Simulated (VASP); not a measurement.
# Ti3Al (e600) (P-6m2) in VASP: single point with PBEsol

Aim: the single point of Ti3Al (e600) with PBEsol.

All numbers are computed with VASP 6.6.1; they aren't measurements. Logs are shortened: lines on timing, memory, paths and dates and some standing lists are left out, and cuts for length are marked.

## 1. The cell of the first run

Symmetry: P-6m2, No. 187, hexagonal system. The conventional cell has a = 2.895 Å, b = 2.895 Å, c = 9.138 Å, α = 90.00°, β = 90.00°, γ = 120.00°. Within 3.7 Å of Ti (site symmetry -6m2) lie 12 Ti at 2.82 to 2.90 Å. Within 3.7 Å of Ti (site symmetry 3m) lie 9 Ti at 2.82 to 2.90 Å and 3 Al at 2.84 Å. Al (site symmetry -6m2) has 6 Ti at 2.84 Å and 6 Al at 2.90 Å within 3.7 Å.

## 2. Single point, PBEsol

The input, INCAR:

```
SYSTEM = Ti3Al
ALGO = Fast ; EDIFF = 1E-6
ENCUT = 520 ; GGA = PS
ISIF = 2 ; ISMEAR = 0
LASPH = .True. ; LCHARG = .True.
LELF = .True. ; LREAL = .False.
LVHAR = .True. ; LWAVE = .False.
NBANDS = 28 ; NELM = 100
PREC = Accurate ; SIGMA = 0.1
```

The input, KPOINTS:

```
k-points
0
Gamma
  18 18 6
  0 0 0
```

The input, POSCAR:

```
Ti3Al
1.0
    2.8953889943      0.0000000000      0.0000000000
   -1.4476944972      2.5074804229      0.0000000000
    0.0000000000      0.0000000000      9.1383221274
Ti Al
3 1
Direct
    0.6666666667      0.3333333333      0.0000000000
    0.3333333333      0.6666666667      0.7511775950
    0.3333333333      0.6666666667      0.2488224050
    0.6666666667      0.3333333333      0.5000000000
```

Potentials or basis: VASP PAW PBE potentials, release 64 (Ti_sv, Al).

Started as:

```console
cat potpaw_PBE.64/Ti_sv/POTCAR potpaw_PBE.64/Al/POTCAR > POTCAR
mpirun -np 1 vasp_std > vasp.out
```

OUTCAR:

```text
SYSTEM = Ti3Al
   EDIFF = 1E-6
   ENCUT = 520
   GGA = PS
   ISIF = 2
   ISMEAR = 0
   LASPH = .True.
   LREAL = .False.
   NELM = 100
   PREC = Accurate

 ion  position               nearest neighbor table
   1  0.667  0.333  0.000-   2 2.82   3 2.82   2 2.82   3 2.82   2 2.82   3 2.82
   2  0.333  0.667  0.751-   1 2.82   1 2.82   1 2.82   4 2.84   4 2.84   4 2.84
   3  0.333  0.667  0.249-   1 2.82   1 2.82   1 2.82   4 2.84   4 2.84   4 2.84
   4  0.667  0.333  0.500-   2 2.84   3 2.84   2 2.84   3 2.84   2 2.84   3 2.84

  LATTYP: Found a hexagonal cell.
 ALAT       =     2.8953889943
 C/A-ratio  =     3.1561638679

  Lattice vectors:

 A1 = (   2.8953889943,   0.0000000000,   0.0000000000)
 A2 = (  -1.4476944972,   2.5074804229,   0.0000000000)
 A3 = (   0.0000000000,   0.0000000000,   9.1383221274)

Analysis of symmetry for initial positions (statically):
=====================================================================
 Subroutine PRICEL returns:
 Original cell was already a primitive cell.

 Routine SETGRP: Setting up the symmetry group for a
 hexagonal supercell.

 Subroutine GETGRP returns: Found 12 space group operations
 (whereof 12 operations were pure point group operations)
 out of a pool of 24 trial point group operations.

The static configuration has the point symmetry D_3h.

Analysis of symmetry for dynamics (positions and initial velocities):
=====================================================================
 Subroutine PRICEL returns:
 Original cell was already a primitive cell.

 Routine SETGRP: Setting up the symmetry group for a
 hexagonal supercell.

 Subroutine GETGRP returns: Found 12 space group operations
 (whereof 12 operations were pure point group operations)
 out of a pool of 24 trial point group operations.

The dynamic configuration has the point symmetry D_3h.

 Subroutine INISYM returns: Found 12 space group operations
 (whereof 12 operations are pure point group operations),
 and found     1 'primitive' translations

----------------------------------------------------------------------------------------

                                     Primitive cell

  volume of cell :      66.3454

  direct lattice vectors                    reciprocal lattice vectors
     2.895388994  0.000000000  0.000000000     0.345376736  0.199403351  0.000000000
    -1.447694497  2.507480423  0.000000000     0.000000000  0.398806703  0.000000000
     0.000000000  0.000000000  9.138322127     0.000000000  0.000000000  0.109429279

  length of vectors
     2.895388994  2.895388994  9.138322127     0.398806703  0.398806703  0.109429279

  position of ions in fractional coordinates (direct lattice)
     0.666666667  0.333333333  0.000000000
     0.333333333  0.666666667  0.751177595
     0.333333333  0.666666667  0.248822405
     0.666666667  0.333333333  0.500000000

  ion indices of the primitive-cell ions
   primitive index   ion index
                 1           1
                 2           2
                 3           3
                 4           4

----------------------------------------------------------------------------------------

 KPOINTS: k-points

Automatic generation of k-mesh.
 Grid dimensions read from file:
 generate k-points for:   18   18    6

 Generating k-lattice:

  Cartesian coordinates                     Fractional coordinates (reciprocal lattice)
     0.019187596  0.011077964  0.000000000     0.055555556  0.000000000  0.000000000
     0.000000000  0.022155928  0.000000000     0.000000000  0.055555556  0.000000000
     0.000000000  0.000000000  0.018238213     0.000000000  0.000000000  0.166666667

  Length of vectors
     0.022155928  0.022155928  0.018238213

  Shift w.r.t. Gamma in fractional coordinates (k-lattice)
     0.000000000  0.000000000  0.000000000

 Subroutine IBZKPT returns following result:
 ===========================================

 Found    148 irreducible k-points:

 Following reciprocal coordinates:
            Coordinates               Weight
  0.000000  0.000000  0.000000      1.000000
  0.055556  0.000000  0.000000      6.000000
  0.111111  0.000000  0.000000      6.000000
  0.166667  0.000000  0.000000      6.000000
  0.222222  0.000000  0.000000      6.000000
  0.277778  0.000000  0.000000      6.000000
[... 16 lines left out ...]
  0.333333  0.111111  0.000000     12.000000
  0.388889  0.111111  0.000000     12.000000
 [... further k-points ...]
   k-points           NKPTS =    148   k-points in BZ     NKDIM =    148   number of bands    NBANDS=     28
   number of dos      NEDOS =    301   number of ions     NIONS =      4
   total plane-waves  NPLWV =  40320
   dimension x,y,z NGX =    24 NGY =   24 NGZ =   70
   dimension x,y,z NGXF=    48 NGYF=   48 NGZF=  140
   ions per type =               3   1
   NGX,Y,Z   is equivalent  to a cutoff of  13.78, 13.78, 12.73 a.u.
   NGXF,Y,Z  is equivalent  to a cutoff of  27.56, 27.56, 25.47 a.u.
 SYSTEM =  Ti3Al
   PREC   = accura    normal or accurate (medium, high low for compatibility)
   ISTART =      0    job   : 0-new  1-cont  2-samecut
   ICHARG =      2    charge: 1-file 2-atom 10-const
   ISPIN  =      1    spin polarized calculation?
   LNONCOLLINEAR =      F non collinear calculations
   LSORBIT =      F    spin-orbit coupling
   LASPH  =      T    aspherical Exc in radial PAW
   ENCUT  =  520.0 eV  38.22 Ry    6.18 a.u.   5.38  5.38 16.99*2*pi/ulx,y,z
   NELM   =    100;   NELMIN=  2; NELMDL= -5     # of ELM steps
   EDIFF  = 0.1E-05   stopping-criterion for ELM
   LREAL  =      F    real-space projection
   EDIFFG = 0.1E-04   stopping-criterion for IOM
   NSW    =      0    number of steps for IOM
   IBRION =     -1    ionic relax: 0-MD 1-quasi-New 2-CG
   NFREE  =      0    steps in history (QN), initial steepest desc. (CG)
   ISIF   =      2    stress and relaxation
   ISYM   =      2    0-nonsym 1-usesym 2-fastsym
   POTIM  = 0.5000    time-step for ionic-motion
   TEBEG  =    0.0;   TEEND  =   0.0 temperature during run
   PSTRESS=    0.0 pullay stress
   NELECT =      39.0000    total number of electrons
   NUPDOWN=      -1.0000    fix difference up-down
   EMIN   =  10.00;   EMAX   =-10.00  energy-range for DOS
   EFERMI =   0.00;   METHOD = LEGACY
   ISMEAR =     0;   SIGMA  =   0.10  broadening in eV -4-tet -1-fermi 0-gaus
   EFERMI_NEDOS =   21; number of points for ismear=-14 and -15
   IALGO  =     68    algorithm
   IMIX   =      4    mixing-type and parameters
     AMIX     =   0.40;   BMIX     =  1.00
     AMIX_MAG =   1.60;   BMIX_MAG =  1.00
  volume/ion in A,a.u.               =      16.59       111.93
  Fermi-wavevector in a.u.,A,eV,Ry     =   1.371385  2.591542 25.588433  1.880697
  Thomas-Fermi vector in A             =   2.497087
   LORBIT       =      0    0 simple, 1 ext, 2 COOP (PROOUT), +10 PAW based schemes
   GGA     = PS    functional components
   LHFCALC =     F    Hartree Fock is set to
   AEXX    =    0.0000 exact exchange contribution
   IVDW    =     0    specifies the selected vdW correction
   LEPSILON=     F    determine dielectric tensor
   LRPA    =     F    only Hartree local field effects (RPA)
 non-spin polarized calculation
 RMM-DIIS sequential band-by-band and
 Gauss-broadening in eV      SIGMA  =   0.10
  energy-cutoff  :      520.00
  volume of cell :       66.35
 maximum number of plane-waves:      1828
 NGX is ok and might be reduce to    24
   NGX = 11   NGY = 11   NGZ = 33

 number of electron      38.9999993 magnetization

 Free energy of the ion-electron system (eV)
  ---------------------------------------------------
  ext. energy  EPLUGINS =         0.00000000
  ---------------------------------------------------
  free energy    TOTEN  =       -29.63016693 eV

  energy without entropy =      -29.61188220  energy(sigma->0) =      -29.62102456

 E-fermi :   8.2019     XC(G=0): -11.4568

 val. band max:        8.2004725080   @ k =   0.1111   0.0556   0.0000
 cond. band min:       8.2086998964   @ k =   0.5000   0.0000   0.5000
 fundamental gap:      0.0082273884
 Fermi energy:         8.2018502759

 k-point     1 :       0.0000    0.0000    0.0000
  band No.  band energies     occupation
      1     -48.2327      2.00000
      2     -48.1745      2.00000
      3     -48.1083      2.00000
      4     -24.8851      2.00000
      5     -24.6024      2.00000
      6     -24.2789      2.00000
[... 20 lines left out ...]
     27      10.3766      0.00000
     28      11.0312      0.00000

 k-point     2 :       0.0556    0.0000    0.0000
  band No.  band energies     occupation
      1     -48.2292      2.00000
      2     -48.1719      2.00000
      3     -48.1065      2.00000
      4     -24.8793      2.00000
      5     -24.6024      2.00000
      6     -24.2880      2.00000
[... 20 lines left out ...]
     27      10.3434      0.00000
     28      10.9940      0.00000

 k-point     3 :       0.1111    0.0000    0.0000
  band No.  band energies     occupation
      1     -48.2193      2.00000
      2     -48.1644      2.00000
      3     -48.1015      2.00000
      4     -24.8624      2.00000
      5     -24.6038      2.00000
      6     -24.3199      2.00000
[... 20 lines left out ...]
     27      10.2675      0.00000
     28      10.9389      0.00000

 k-point     4 :       0.1667    0.0000    0.0000
  band No.  band energies     occupation
      1     -48.2039      2.00000
      2     -48.1529      2.00000
      3     -48.0941      2.00000
      4     -24.8365      2.00000
      5     -24.6112      2.00000
      6     -24.3785      2.00000
[... 578 lines left out ...]
     27      11.1352      0.00000
     28      11.2612      0.00000

 k-point    23 :       0.3333    0.1111    0.0000
  band No.  band energies     occupation
      1     -48.1177      2.00000
      2     -48.0949      2.00000
      3     -48.0643      2.00000
      4     -24.7817      2.00000
      5     -24.7779      2.00000
      6     -24.6539      2.00000
[... 20 lines left out ...]
     27      11.2356      0.00000
     28      11.4501      0.00000

 k-point    24 :       0.3889    0.1111    0.0000
  band No.  band energies     occupation
      1     -48.1046      2.00000
      2     -48.0878      2.00000
      3     -48.0631      2.00000
      4     -24.8170      2.00000
      5     -24.7991      2.00000
      6     -24.6876      2.00000
[... 20 lines left out ...]
     27      11.2795      0.00000
     28      11.6885      0.00000

 [... further k-points ...]

------------------------ aborting loop because EDIFF is reached ----------------------------------------

  FORCE on cell =-STRESS in cart. coord.  units (eV):
  Direction    XX          YY          ZZ          XY          YZ          ZX
  --------------------------------------------------------------------------------------
  -------------------------------------------------------------------------------------
  Total       -0.0522554     -0.0522554     -0.0183095      0.0000000     -0.0000000     -0.0000000
  in kB       -1.2619166     -1.2619166     -0.4421570      0.0000000     -0.0000000     -0.0000000
  external PRESSURE =      -0.9886634 kB  Pullay stress =       0.0000000 kB

 VOLUME and BASIS-vectors are now :
 -----------------------------------------------------------------------------
  energy-cutoff  :      520.00
  volume of cell :       66.35
      direct lattice vectors                 reciprocal lattice vectors
     2.895388994  0.000000000  0.000000000     0.345376736  0.199403351  0.000000000
    -1.447694497  2.507480423  0.000000000     0.000000000  0.398806703  0.000000000
     0.000000000  0.000000000  9.138322127     0.000000000  0.000000000  0.109429279

 POSITION                                       TOTAL-FORCE (eV/Angst)
 -----------------------------------------------------------------------------------
      1.44769      0.83583      0.00000        -0.000000     -0.000000      0.000000
     -0.00000      1.67165      6.86450         0.000000      0.000000      0.013425
     -0.00000      1.67165      2.27382         0.000000     -0.000000     -0.013425
      1.44769      0.83583      4.56916        -0.000000     -0.000000      0.000000
 -----------------------------------------------------------------------------------
    total drift:                                0.000000     -0.000000      0.000000

  FREE ENERGIE OF THE ION-ELECTRON SYSTEM (eV)
  ---------------------------------------------------
  free  energy   TOTEN  =       -29.6301669283 eV

  energy  without entropy=      -29.6118821959  energy(sigma->0) =      -29.62102456
```

It took 14 min on 1 thread of Intel Xeon Platinum 8259CL at 2.50GHz (Skylake/Cascade Lake), shared host; peak memory 0.35 GiB.

Results:

- Free energy: -29.6302 eV
- Pressure: -0.1 GPa
- Largest force: 0.013 eV/Å

Forces on the atoms (eV/Å):
```
Ti   0.000  0.000  0.000
Ti   0.000  0.000  0.013
Ti   0.000  0.000 -0.013
Al   0.000  0.000  0.000
```

Stress tensor (GPa, compression positive):
```
-0.13  0.00  0.00
 0.00 -0.13  0.00
 0.00  0.00 -0.04
```

Levels at points of the mesh, in eV from the Fermi level:
```tsv
k point	band 16	band 17	band 18	band 19	band 20	band 21	band 22	band 23	band 24	band 25
(0.00, 0.00, 0.00)	-2.53	-0.77	0.55	0.77	0.85	0.85	0.94	0.94	1.27	1.27
(0.50, 0.00, 0.00)	-2.15	-1.50	-1.26	-0.65	-0.36	0.92	1.06	1.19	1.80	2.54
(0.00, 0.00, 0.50)	-3.16	-1.05	0.49	0.81	0.85	0.85	0.94	0.94	1.28	1.28
(0.50, 0.00, 0.50)	-2.07	-1.58	-1.24	-0.96	0.01	0.88	0.93	1.11	1.93	2.73
```

Caveat: the PAW data sets were made with another functional, which shifts forces and pressure a little.
